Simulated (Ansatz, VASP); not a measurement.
**MgS in VASP and in Ansatz**

```
CELL_PARAMETERS angstrom
0.00000 2.60165 2.65368
2.60165 0.00000 2.65368
2.60165 2.60165 0.00000
ATOMIC_POSITIONS crystal
Mg 0.00000 0.00000 0.00000
S 0.50000 0.50000 0.50000
```

Change from the starting cell: zz strain of +2 %, crystal datasets.

Alike in both runs: task electric field gradients; functional PBEsol; k mesh 10 × 10 × 10; occupations fermi-dirac, width 0.03 eV; no spin polarisation.

|  | VASP | Ansatz |
| --- | --- | --- |
| version | VASP 6.6.1 | Ansatz 0.2.0 |
| potentials or method | VASP PAW PBE potentials, release 64 (Mg, S), cutoff 520 eV | all-electron PAW with datasets made for the crystal, scalar-relativistic |

|  | VASP | Ansatz | Ansatz less VASP |
| --- | --- | --- | --- |
| gap on the k mesh at the Fermi level (eV) | 2.58 | 2.58 | +0.001 |
| pressure (GPa) | -2.5 | -2.3 | +0.18 |
| traceless stress, the component that is largest in VASP (GPa) | -1.19 | -1.19 | -0.004 |
| size of Vzz on the site where it differs most (V/Å²) | 1.3 | 1.1 | -0.25 |

VASP's potentials were made for PBE, not for PBEsol. Ansatz ran all-electron here, and VASP with PAW potentials.
